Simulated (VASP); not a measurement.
Here is a VASP 6.6.1 calculation.

File INCAR:

```
ALGO = Normal ; EDIFF = 1E-6
ENCUT = 520 ; ISIF = 2
ISMEAR = -1 ; LASPH = True
LCHARG = True ; LELF = True
LREAL = False ; LVHAR = True
LWAVE = False ; NBANDS = 15
NELM = 100 ; PREC = Accurate
SIGMA = 0.02
```

KPOINTS

```
k-points
0
Gamma
  8 8 8
```

Contents of POSCAR:

```
BaTe
1.0
    0.0000000000      3.4334655730      3.4334655730
    3.4334655730      0.0000000000      3.4334655730
    3.4334655730      3.4334655730      0.0000000000
Ba Te
1 1
Direct
    0.0000000000      0.0000000000      0.0000000000
    0.5000000000      0.5000000000      0.5000000000
```

Potentials or basis: VASP PAW LDA potentials, release 64 (Ba_sv, Te).

The run is started by

```bash
$ cat potpaw_LDA.64/Ba_sv/POTCAR potpaw_LDA.64/Te/POTCAR > POTCAR
$ mpirun -np 1 vasp_std > vasp.out
```

**Question.** Estimate the pressure.

**Answer.** 0.4 GPa.

**Question.** What does it give for the band gap on the k mesh?

**Answer.** 1.26 eV, indirect (least direct gap 1.64 eV).

Caveat: spin-orbit coupling is left out, which moves the levels of the heavy elements. A k mesh can miss the band edges.
